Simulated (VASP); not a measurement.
# HfB2 (P6/mmm) in VASP: a series of runs, part 2 of 2

VASP 6.6.1. The steps go on from the part before.

### Step 4. Single point, PBE

This run uses another cell than the first one, of 10.10 Å³/atom, 1.020 times its volume.

The input, INCAR:

```
PREC = Accurate
ENCUT = 520
EDIFF = 1E-6
ISMEAR = -1
SIGMA = 0.05
LREAL = F
LASPH = T
NELM = 80
ALGO = Normal
ISIF = 2
LWAVE = F
LCHARG = F
GGA = PE
NBANDS = 15
```

The input, KPOINTS:

```
regular mesh
0
Gamma
  10 10 8
```

The input, POSCAR:

```
HfB2
1.0
    3.1607953080      0.0000000000      0.0000000000
   -1.5803976540      2.7373290329      0.0000000000
    0.0000000000      0.0000000000      3.5030470293
Hf B
1 2
Direct
    0.0000000000      0.0000000000      0.0000000000
    0.6666666667      0.3333333333      0.5000000000
    0.3333333333      0.6666666667      0.5000000000
```

Command:

```console
cat potpaw_PBE.64/Hf_pv/POTCAR potpaw_PBE.64/B/POTCAR > POTCAR
mpirun -np 1 vasp_std > vasp.out
```

Wall time 21 s (1 thread of Intel Xeon Platinum 8259CL at 2.50GHz (Skylake/Cascade Lake), shared host); peak memory 0.16 GiB.

It converged, with:

| Item | Value |
| --- | --- |
| Free energy | -26.3942 eV |
| Pressure | -3.9 GPa |
| Band gap on the k mesh | zero (band 8 reaches 8.09 eV, above the bottom of band 9 at 7.28 eV) |

Stress tensor (GPa, compression positive):
```
-4.34  0.00  0.00
 0.00 -4.34  0.00
 0.00  0.00 -3.03
```

Levels at points of the mesh, in eV from the Fermi level:
```
           k point  band 4  band 5  band 6  band 7  band 8  band 9  band 10  band 11  band 12  band 13
(0.00, 0.00, 0.00)  -13.54   -2.86   -2.76   -2.76   -2.69    4.03     4.03     4.65     4.65     4.94
(0.50, 0.00, 0.00)   -9.58   -8.94   -3.96   -3.31   -2.71    2.16     2.77     5.52     5.68     6.27
(0.00, 0.00, 0.50)  -11.22   -8.19   -1.09   -1.09    0.41    0.41     1.08     1.08     2.28     5.11
(0.50, 0.00, 0.50)  -10.14   -7.38   -4.79   -4.54   -2.61    3.99     4.14     6.19     7.10     7.27
```

Caveat: spin-orbit coupling is left out, which moves the levels of the heavy elements.

### Step 5. Single point, PBE

This run uses another cell than the first one, of 10.30 Å³/atom, 1.040 times its volume.

The input, INCAR:

```
ALGO = Normal
EDIFF = 1E-6
ENCUT = 520
GGA = PE
ISIF = 2
ISMEAR = -1
LASPH = True
LCHARG = False
LREAL = False
LWAVE = False
NBANDS = 15
NELM = 100
PREC = Accurate
SIGMA = 0.05
```

The input, KPOINTS:

```
k-points
0
Gamma
  10 10 8
```

The input, POSCAR:

```
HfB2
1.0
    3.1813205280      0.0000000000      0.0000000000
   -1.5906602640      2.7551043948      0.0000000000
    0.0000000000      0.0000000000      3.5257947253
Hf B
1 2
Direct
    0.0000000000      0.0000000000      0.0000000000
    0.6666666667      0.3333333333      0.5000000000
    0.3333333333      0.6666666667      0.5000000000
```

Potentials or basis: VASP PAW PBE potentials, release 64 (Hf_pv, B).

Command:

```console
cat potpaw_PBE.64/Hf_pv/POTCAR potpaw_PBE.64/B/POTCAR > POTCAR
mpirun -np 1 vasp_std > vasp.out
```

OUTCAR:

```text
EDIFF = 1E-6
   ENCUT = 520
   GGA = PE
   ISIF = 2
   ISMEAR = -1
   LASPH = True
   LREAL = False
   NELM = 100
   PREC = Accurate

 ion  position               nearest neighbor table
   1  0.000  0.000  0.000-   2 2.55   3 2.55   2 2.55   3 2.55   3 2.55   3 2.55   2 2.55   2 2.55
                             2 2.55   2 2.55   3 2.55   3 2.55
   2  0.667  0.333  0.500-   3 1.84   3 1.84   3 1.84   1 2.55   1 2.55   1 2.55   1 2.55   1 2.55
                             1 2.55
   3  0.333  0.667  0.500-   2 1.84   2 1.84   2 1.84   1 2.55   1 2.55   1 2.55   1 2.55   1 2.55
                             1 2.55

  LATTYP: Found a hexagonal cell.
[... 624 lines left out ...]
 [... further k-points ...]
[... 5 lines left out ...]
  --------------------------------------------------------------------------------------
  -------------------------------------------------------------------------------------
  Total       -1.7290076     -1.7290076     -1.3772732      0.0000000      0.0000000      0.0000000
  in kB      -89.6406434    -89.6406434    -71.4049228      0.0000000      0.0000000      0.0000000
  external PRESSURE =     -83.5620699 kB  Pullay stress =       0.0000000 kB

 VOLUME and BASIS-vectors are now :
 -----------------------------------------------------------------------------
  energy-cutoff  :      520.00
  volume of cell :       30.90
      direct lattice vectors                 reciprocal lattice vectors
     3.181320528  0.000000000  0.000000000     0.314334878  0.181481326  0.000000000
    -1.590660264  2.755104395  0.000000000     0.000000000  0.362962653  0.000000000
     0.000000000  0.000000000  3.525794725     0.000000000  0.000000000  0.283623999

 POSITION                                       TOTAL-FORCE (eV/Angst)
 -----------------------------------------------------------------------------------
      0.00000      0.00000      0.00000         0.000000      0.000000      0.000000
      1.59066      0.91837      1.76290        -0.000000     -0.000000     -0.000000
     -0.00000      1.83674      1.76290         0.000000      0.000000      0.000000
 -----------------------------------------------------------------------------------
    total drift:                               -0.000000      0.000000      0.000000

  FREE ENERGIE OF THE ION-ELECTRON SYSTEM (eV)
  ---------------------------------------------------
  free  energy   TOTEN  =       -26.3715404729 eV

  energy  without entropy=      -26.3688952568  energy(sigma->0) =      -26.37021786
```

stdout:

```text
POSCAR found type information on POSCAR HfB
 POSCAR found :  2 types and       3 ions
 scaLAPACK will be used
 LDA part: xc-table for (Slater+PW92), standard interpolation
 POSCAR, INCAR and KPOINTS ok, starting setup
 FFT: planning ... GRIDC
 FFT: planning ... GRID_SOFT
 FFT: planning ... GRID
 WAVECAR not read
 entering main loop
```

Run time: 21 s. Hardware: 1 thread of Intel Xeon Platinum 8259CL at 2.50GHz (Skylake/Cascade Lake), shared host; peak memory 0.16 GiB.

Results:

- Free energy: -26.3715 eV
- Pressure: -8.4 GPa
- Band gap on the k mesh: zero (band 8 reaches 7.93 eV, above the bottom of band 9 at 7.14 eV)

Levels at points of the mesh, in eV from the Fermi level:
```tsv
k point	band 5	band 6	band 7	band 8	band 9	band 10	band 11	band 12
(0.00, 0.00, 0.00)	-2.81	-2.72	-2.72	-2.69	3.92	3.92	4.54	4.54
(0.50, 0.00, 0.00)	-8.92	-3.90	-3.29	-2.66	2.12	2.70	5.37	5.54
(0.00, 0.00, 0.50)	-8.12	-1.09	-1.09	0.40	0.40	1.06	1.06	2.22
(0.50, 0.00, 0.50)	-7.35	-4.73	-4.48	-2.64	3.88	4.03	6.03	6.91
```

Caveat: spin-orbit coupling is left out, which moves the levels of the heavy elements.

### Step 6. Single point, PBE

This run uses another cell than the first one, of 10.50 Å³/atom, 1.060 times its volume.

The input, INCAR:

```
SYSTEM = HfB2
PREC = Accurate ; ENCUT = 520
EDIFF = 1E-6 ; ISMEAR = -1
SIGMA = 0.05 ; LREAL = .FALSE.
LASPH = .TRUE. ; NELM = 100
ALGO = Normal ; ISIF = 2
LWAVE = .FALSE. ; LCHARG = .FALSE.
GGA = PE ; NBANDS = 15
```

The input, KPOINTS:

```
regular mesh
0
G
  10 10 8
  0 0 0
```

The input, POSCAR:

```
HfB2
1.0
    3.2015842624      0.0000000000      0.0000000000
   -1.6007921312      2.7726533036      0.0000000000
    0.0000000000      0.0000000000      3.5482526220
Hf B
1 2
Direct
    0.0000000000      0.0000000000      0.0000000000
    0.6666666667      0.3333333333      0.5000000000
    0.3333333333      0.6666666667      0.5000000000
```

Potentials or basis: VASP PAW PBE potentials, release 64 (Hf_pv, B).

Command:

```console
cat potpaw_PBE.64/Hf_pv/POTCAR potpaw_PBE.64/B/POTCAR > POTCAR
mpirun -np 1 vasp_std > vasp.out
```

OUTCAR:

```text
SYSTEM = HfB2
   PREC = Accurate
   ENCUT = 520
   EDIFF = 1E-6
   ISMEAR = -1
   LREAL = .FALSE.
   LASPH = .TRUE.
   NELM = 100
   ISIF = 2
   GGA = PE

 ion  position               nearest neighbor table
   1  0.000  0.000  0.000-   2 2.56   3 2.56   2 2.56   3 2.56   2 2.56   2 2.56   3 2.56   3 2.56
                             2 2.56   2 2.56   3 2.56   3 2.56
   2  0.667  0.333  0.500-   3 1.85   3 1.85   3 1.85   1 2.56   1 2.56   1 2.56   1 2.56   1 2.56
                             1 2.56
   3  0.333  0.667  0.500-   2 1.85   2 1.85   2 1.85   1 2.56   1 2.56   1 2.56   1 2.56   1 2.56
                             1 2.56

  LATTYP: Found a hexagonal cell.
[... 630 lines left out ...]
  --------------------------------------------------------------------------------------
  -------------------------------------------------------------------------------------
  Total       -2.5894226     -2.5894226     -2.1322843      0.0000000      0.0000000      0.0000000
  in kB     -131.7159822   -131.7159822   -108.4627613      0.0000000      0.0000000      0.0000000
  external PRESSURE =    -123.9649086 kB  Pullay stress =       0.0000000 kB

 VOLUME and BASIS-vectors are now :
 -----------------------------------------------------------------------------
  energy-cutoff  :      520.00
  volume of cell :       31.50
      direct lattice vectors                 reciprocal lattice vectors
     3.201584262  0.000000000  0.000000000     0.312345363  0.180332680  0.000000000
    -1.600792131  2.772653304  0.000000000     0.000000000  0.360665359  0.000000000
     0.000000000  0.000000000  3.548252622     0.000000000  0.000000000  0.281828862

 POSITION                                       TOTAL-FORCE (eV/Angst)
 -----------------------------------------------------------------------------------
      0.00000      0.00000      0.00000         0.000000      0.000000     -0.000000
      1.60079      0.92422      1.77413        -0.000000     -0.000000      0.000000
     -0.00000      1.84844      1.77413         0.000000      0.000000     -0.000000
 -----------------------------------------------------------------------------------
    total drift:                               -0.000000      0.000000      0.000000

  FREE ENERGIE OF THE ION-ELECTRON SYSTEM (eV)
  ---------------------------------------------------
  free  energy   TOTEN  =       -26.3331765247 eV

  energy  without entropy=      -26.3305028130  energy(sigma->0) =      -26.33183967
```

OSZICAR:

```text
N       E                     dE             d eps       ncg     rms          rms(c)
DAV:   1     0.275171635475E+02    0.27517E+02   -0.78902E+03  2100   0.998E+02
DAV:   2    -0.271267901333E+02   -0.54644E+02   -0.50964E+02  2773   0.217E+02
DAV:   3    -0.286329277077E+02   -0.15061E+01   -0.15001E+01  2779   0.263E+01
DAV:   4    -0.286396859201E+02   -0.67582E-02   -0.67573E-02  2492   0.217E+00
DAV:   5    -0.286397298626E+02   -0.43943E-04   -0.43942E-04  2695   0.156E-01    0.476E+01
DAV:   6    -0.264356832602E+02    0.22040E+01   -0.27865E+00  2534   0.117E+01    0.353E+01
DAV:   7    -0.263852545060E+02    0.50429E-01   -0.86927E-01  2597   0.660E+00    0.117E+01
DAV:   8    -0.263373691102E+02    0.47885E-01   -0.19736E-01  2422   0.325E+00    0.149E+00
DAV:   9    -0.263333261147E+02    0.40430E-02   -0.16883E-02  2443   0.102E+00    0.360E-01
DAV:  10    -0.263331721165E+02    0.15400E-03   -0.71615E-04  2611   0.216E-01    0.262E-01
DAV:  11    -0.263331795339E+02   -0.74174E-05   -0.57253E-05  2646   0.572E-02    0.126E-01
DAV:  12    -0.263331764554E+02    0.30785E-05   -0.40723E-06  2450   0.154E-02    0.108E-02
DAV:  13    -0.263331765247E+02   -0.69276E-07   -0.23389E-07  1176   0.400E-03
   1 F= -.26333177E+02 E0= -.26331840E+02  d E =-.267371E-02
```

Wall time 20 s (1 thread of Intel Xeon Platinum 8259CL at 2.50GHz (Skylake/Cascade Lake), shared host); peak memory 0.16 GiB.

What came out:

| Item | Value |
| --- | --- |
| Free energy | -26.3332 eV |
| Pressure | -12.4 GPa |
| Band gap on the k mesh | zero (band 8 reaches 7.77 eV, above the bottom of band 9 at 7.00 eV) |

Stress tensor (GPa, compression positive):
```
-13.17   0.00   0.00
  0.00 -13.17   0.00
  0.00   0.00 -10.85
```

Caveat: spin-orbit coupling is left out, which moves the levels of the heavy elements.

### Step 7. The runs side by side

| cell | gap on the mesh (eV) | pressure (GPa) |
| --- | --- | --- |
| a = 3.140, b = 3.140, c = 3.480 Å, angles 90.0, 90.0, 120.0°, 3 atoms | none | 1.0 |
| a = 3.161, b = 3.161, c = 3.503 Å, angles 90.0, 90.0, 120.0°, 3 atoms | none | -3.9 |
| a = 3.181, b = 3.181, c = 3.526 Å, angles 90.0, 90.0, 120.0°, 3 atoms | none | -8.4 |
| a = 3.202, b = 3.202, c = 3.548 Å, angles 90.0, 90.0, 120.0°, 3 atoms | none | -12.4 |

Alike in all rows: task single point; level PBE; potentials or basis VASP PAW PBE potentials, release 64 (Hf_pv, B); no spin polarisation; k mesh 10 × 10 × 8; cutoff (eV) 520; smearing fermi-dirac 0.05 eV.

Caveats: spin-orbit coupling is left out, which moves the levels of the heavy elements.

Absolute energies hang on the potentials; compare differences alone.
